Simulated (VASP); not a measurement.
# Ir in VASP: a series of runs, part 2 of 2

VASP 6.6.1. The steps go on from the part before.

## 4. Single point, PBEsol

File INCAR:

```
ALGO = Normal ; EDIFF = 1E-7
ENCUT = 520 ; GGA = PS
ISIF = 2 ; ISMEAR = -1
LASPH = True ; LCHARG = False
LREAL = False ; LWAVE = False
NBANDS = 10 ; NELM = 80
PREC = Accurate ; SIGMA = 0.05
```

File KPOINTS:

```
k-points
0
Gamma
  15 15 15
```

File POSCAR:

```
Ir
1.0
    0.0000000000      1.9197000000      1.9197000000
    1.9197000000      0.0000000000      1.9197000000
    1.9197000000      1.9197000000      0.0000000000
Ir
1
Direct
    0.0000000000      0.0000000000      0.0000000000
```

Potentials or basis: VASP PAW PBE potentials, release 64 (Ir).

Launch:

```sh
cat potpaw_PBE.64/Ir/POTCAR > POTCAR
mpirun -np 1 vasp_std > vasp.out
```

OUTCAR:

```text
EDIFF = 1E-7
   ENCUT = 520
   GGA = PS
   ISIF = 2
   ISMEAR = -1
   LASPH = True
   LREAL = False
   NELM = 80
   PREC = Accurate

 ion  position               nearest neighbor table
   1  0.000  0.000  0.000-

  LATTYP: Found a face centered cubic cell.
 ALAT       =     3.8394000000

  Lattice vectors:

 A1 = (   0.0000000000,   1.9197000000,   1.9197000000)
 A2 = (   1.9197000000,   0.0000000000,   1.9197000000)
 A3 = (   1.9197000000,   1.9197000000,   0.0000000000)

Analysis of symmetry for initial positions (statically):
[... 482 lines left out ...]
      5       8.0283      2.00000
      6       9.5219      2.00000
      7      27.2598      0.00000
      8      27.3182      0.00000
      9      30.4075      0.00000
     10      30.9396      0.00000

 [... further k-points ...]
[... 5 lines left out ...]
  --------------------------------------------------------------------------------------
  -------------------------------------------------------------------------------------
  Total       -0.1636470     -0.1636470     -0.1636470     -0.0000000      0.0000000      0.0000000
  in kB      -18.5305546    -18.5305546    -18.5305546     -0.0000000      0.0000000      0.0000000
  external PRESSURE =     -18.5305546 kB  Pullay stress =       0.0000000 kB

 VOLUME and BASIS-vectors are now :
 -----------------------------------------------------------------------------
  energy-cutoff  :      520.00
  volume of cell :       14.15
      direct lattice vectors                 reciprocal lattice vectors
     0.000000000  1.919700000  1.919700000    -0.260457363  0.260457363  0.260457363
     1.919700000  0.000000000  1.919700000     0.260457363 -0.260457363  0.260457363
     1.919700000  1.919700000  0.000000000     0.260457363  0.260457363 -0.260457363

 POSITION                                       TOTAL-FORCE (eV/Angst)
 -----------------------------------------------------------------------------------
      0.00000      0.00000      0.00000         0.000000      0.000000      0.000000
 -----------------------------------------------------------------------------------
    total drift:                                0.000000      0.000000      0.000000

  FREE ENERGIE OF THE ION-ELECTRON SYSTEM (eV)
  ---------------------------------------------------
  free  energy   TOTEN  =        -9.8289482513 eV

  energy  without entropy=       -9.8208889779  energy(sigma->0) =       -9.82491861
```

stdout:

```text
POSCAR found type information on POSCAR Ir
 POSCAR found :  1 types and       1 ions
 scaLAPACK will be used
 -----------------------------------------------------------------------------
|                                                                             |
|                                                                             |
|     You enforced a specific xc type in the INCAR file but a different       |
|     I HOPE YOU KNOW WHAT YOU ARE DOING!                                     |
|                                                                             |
 -----------------------------------------------------------------------------

 LDA part: xc-table for (Slater+PW92), standard interpolation
 POSCAR, INCAR and KPOINTS ok, starting setup
 FFT: planning ... GRIDC
 FFT: planning ... GRID_SOFT
 FFT: planning ... GRID
 WAVECAR not read
 entering main loop
```

It took 21 s on 1 thread of Intel Xeon 8259CL, shared host; peak memory 0.14 GiB.

Results:

| Property | Result |
| --- | --- |
| Free energy | -9.8289 eV |
| Pressure | -1.9 GPa |
| Band gap on the k mesh | zero (an odd number of electrons rules out a gap without spin polarisation) |

Caveat: the PAW data sets were made with another functional, which shifts forces and pressure a little; spin-orbit coupling is left out, which moves the levels of the heavy elements.

## 5. Single point, PBE, non-collinear spin, zero start, spin-orbit coupling

File INCAR:

```
PREC = Accurate ; ENCUT = 520
EDIFF = 1E-7 ; ISMEAR = -1
SIGMA = 0.05 ; LREAL = False
LASPH = True ; NELM = 150
ALGO = Normal ; ISIF = 2
LWAVE = False ; LCHARG = False
MAGMOM = 0 0 0 ; LORBIT = 11
LSORBIT = True ; GGA_COMPAT = False
LORBMOM = True ; LMAXMIX = 4
GGA = PE ; NBANDS = 20
```

File KPOINTS:

```
regular mesh
0
Gamma
  15 15 15
```

POSCAR is that of step 4.

Potentials or basis: VASP PAW PBE potentials, release 64 (Ir).

Launch:

```sh
cat potpaw_PBE.64/Ir/POTCAR > POTCAR
mpirun -np 1 vasp_ncl > vasp.out
```

OUTCAR:

```text
PREC = Accurate
   ENCUT = 520
   EDIFF = 1E-7
   ISMEAR = -1
   LREAL = False
   LASPH = True
   NELM = 150
   ISIF = 2
   LORBIT = 11
   LSORBIT = True
   GGA = PE

 ion  position               nearest neighbor table
   1  0.000  0.000  0.000-

  LATTYP: Found a face centered cubic cell.
 ALAT       =     3.8394000000

  Lattice vectors:

 A1 = (   0.0000000000,   1.9197000000,   1.9197000000)
 A2 = (   1.9197000000,   0.0000000000,   1.9197000000)
 A3 = (   1.9197000000,   1.9197000000,   0.0000000000)

Analysis of symmetry for initial positions (statically):
=====================================================================
 Subroutine PRICEL returns:
 Original cell was already a primitive cell.

 Routine SETGRP: Setting up the symmetry group for a
 face centered cubic supercell.

 Subroutine GETGRP returns: Found 48 space group operations
 (whereof 48 operations were pure point group operations)
 out of a pool of 48 trial point group operations.

The static configuration has the point symmetry O_h .

Analysis of symmetry for dynamics (positions and initial velocities):
=====================================================================
 Subroutine PRICEL returns:
 Original cell was already a primitive cell.

 Routine SETGRP: Setting up the symmetry group for a
 face centered cubic supercell.

 Subroutine GETGRP returns: Found 48 space group operations
 (whereof 48 operations were pure point group operations)
 out of a pool of 48 trial point group operations.

The dynamic configuration has the point symmetry O_h .

Analysis of structural, dynamic, and magnetic symmetry:
=====================================================================
 Subroutine PRICEL returns:
 Original cell was already a primitive cell.

 Routine SETGRP: Setting up the symmetry group for a
 face centered cubic supercell.

 Subroutine GETGRP returns: Found 48 space group operations
 (whereof 48 operations were pure point group operations)
 out of a pool of 48 trial point group operations.

[... 716 lines left out ...]
  in kB      105.7822555    105.7822555    105.7822555      0.0000000      0.0000000     -0.0000000
  external PRESSURE =     105.7822555 kB  Pullay stress =       0.0000000 kB

 VOLUME and BASIS-vectors are now :
 -----------------------------------------------------------------------------
  energy-cutoff  :      520.00
  volume of cell :       14.15
      direct lattice vectors                 reciprocal lattice vectors
     0.000000000  1.919700000  1.919700000    -0.260457363  0.260457363  0.260457363
     1.919700000  0.000000000  1.919700000     0.260457363 -0.260457363  0.260457363
     1.919700000  1.919700000  0.000000000     0.260457363  0.260457363 -0.260457363

 POSITION                                       TOTAL-FORCE (eV/Angst)
 -----------------------------------------------------------------------------------
      0.00000      0.00000      0.00000        -0.000000      0.000000      0.000000
 -----------------------------------------------------------------------------------
    total drift:                                0.000000     -0.000000      0.000000

  FREE ENERGIE OF THE ION-ELECTRON SYSTEM (eV)
  ---------------------------------------------------
  free  energy   TOTEN  =        -9.2336429547 eV

  energy  without entropy=       -9.2254141141  energy(sigma->0) =       -9.22952853

 orbital moment (x)

 # of ion     p       d       tot
 ----------------------------------------
  1         0.000   0.000   0.000
 ----------------------------------------
            0.000   0.000   0.000

 orbital moment (y)

 # of ion     p       d       tot
 ----------------------------------------
  1        -0.000   0.000   0.000
 ----------------------------------------
           -0.000   0.000   0.000

 orbital moment (z)

 # of ion     p       d       tot
 ----------------------------------------
  1         0.000   0.000   0.000
 ----------------------------------------
            0.000   0.000   0.000

 Spin-Orbit-Coupling matrix elements

 Ion:    1  E_soc:     -0.7750699
 l=   1
     0.0000000    -0.0389605    -0.0389605
    -0.0389605     0.0000000    -0.0389605
    -0.0389605    -0.0389605     0.0000000
 l=   2
     0.0000000    -0.0157438     0.0000000    -0.0157438    -0.0744741
    -0.0157438     0.0000000    -0.0558556    -0.0157438    -0.0186185
     0.0000000    -0.0558556     0.0000000    -0.0558556     0.0000000
    -0.0157438    -0.0157438    -0.0558556     0.0000000    -0.0186185
    -0.0744741    -0.0186185     0.0000000    -0.0186185     0.0000000
 l=   3
     0.0000000     0.0000000     0.0000000     0.0000000     0.0000000     0.0000000     0.0000000
     0.0000000     0.0000000     0.0000000     0.0000000     0.0000000     0.0000000     0.0000000
     0.0000000     0.0000000     0.0000000     0.0000000     0.0000000     0.0000000     0.0000000
     0.0000000     0.0000000     0.0000000     0.0000000     0.0000000     0.0000000     0.0000000
     0.0000000     0.0000000     0.0000000     0.0000000     0.0000000     0.0000000     0.0000000
     0.0000000     0.0000000     0.0000000     0.0000000     0.0000000     0.0000000     0.0000000
     0.0000000     0.0000000     0.0000000     0.0000000     0.0000000     0.0000000     0.0000000

 total charge

# of ion       s       p       d       tot
------------------------------------------
    1        0.674   0.756   6.974   8.403

 magnetization (x)

# of ion       s       p       d       tot
------------------------------------------
    1        0.000   0.000  -0.000   0.000

 magnetization (y)

# of ion       s       p       d       tot
------------------------------------------
    1       -0.000  -0.000   0.000  -0.000

 magnetization (z)

# of ion       s       p       d       tot
------------------------------------------
    1        0.000   0.000   0.000   0.000
```

OSZICAR:

```text
N       E                     dE             d eps       ncg     rms          rms(c)
DAV:   1     0.742555213755E+02    0.74256E+02   -0.39894E+03  4816   0.894E+02
DAV:   2    -0.762771756569E+01   -0.81883E+02   -0.72192E+02  4944   0.260E+02
DAV:   3    -0.974499844181E+01   -0.21173E+01   -0.20890E+01  5804   0.501E+01
DAV:   4    -0.977131847425E+01   -0.26320E-01   -0.26306E-01  5540   0.471E+00
DAV:   5    -0.977205349412E+01   -0.73502E-03   -0.73500E-03  5660   0.820E-01    0.173E+01
DAV:   6    -0.932836327884E+01    0.44369E+00   -0.38874E-01  5716   0.107E+01    0.822E+00
DAV:   7    -0.924023615484E+01    0.88127E-01   -0.12831E-01  6360   0.564E+00    0.359E+00
DAV:   8    -0.923666150409E+01    0.35747E-02   -0.32789E-03  5172   0.582E-01    0.136E+00
DAV:   9    -0.923387476809E+01    0.27867E-02   -0.42673E-03  5468   0.988E-01    0.449E-01
DAV:  10    -0.923363851843E+01    0.23625E-03   -0.16615E-04  5452   0.198E-01    0.140E-02
DAV:  11    -0.923364104895E+01   -0.25305E-05   -0.10943E-06  6388   0.877E-03    0.851E-03
DAV:  12    -0.923364298557E+01   -0.19366E-05   -0.41546E-07  5316   0.624E-03    0.172E-03
DAV:  13    -0.923364295474E+01    0.30838E-07   -0.18173E-08  3256   0.191E-03
   1 F= -.92336430E+01 E0= -.92295285E+01  d E =-.822884E-02  mag=    -0.0000     0.0000    -0.0000
```

It took 1.7 min on 1 thread of Intel Xeon 8259CL, shared host; peak memory 0.2 GiB.

What came out:

```
Free energy                                           : -9.2336 eV
Pressure                                              : 10.6 GPa
Net moment                                            : 0.00 μB per cell
Valence electrons inside the program's atomic spheres : Ir 8.40
```

Moments on the atoms (μB; x, y, z):
```
Ir  0.00 0.00 0.00
```

Caveat: the cell stands under pressure.

## 6. Summary

```tsv
level	potentials or basis	spin	cell	gap on the mesh (eV)	pressure (GPa)
PBE	VASP PAW PBE potentials, release 64 (Ir)	off	a = 2.756 Å, angles 58.0°, 1 atom	none	10.9
LDA	VASP PAW LDA potentials, release 64 (Ir)	off	a = 2.715 Å, angles 60.0°, 1 atom	none	-6.3
PBEsol	VASP PAW PBE potentials, release 64 (Ir)	off	a = 2.715 Å, angles 60.0°, 1 atom	none	-1.9
PBE	VASP PAW PBE potentials, release 64 (Ir)	non-collinear, zero start, SOC	a = 2.715 Å, angles 60.0°, 1 atom	-	10.6
```

Alike in all rows: task single point; k mesh 15 × 15 × 15; cutoff (eV) 520; smearing fermi-dirac 0.05 eV.

Caveats: spin-orbit coupling is left out, which moves the levels of the heavy elements (at least some runs); the cell stands under pressure (at least some runs); the cell stands under tension (at least some runs); the PAW data sets were made with another functional, which shifts forces and pressure a little (at least some runs).

Absolute energies hang on the potentials; compare differences alone.
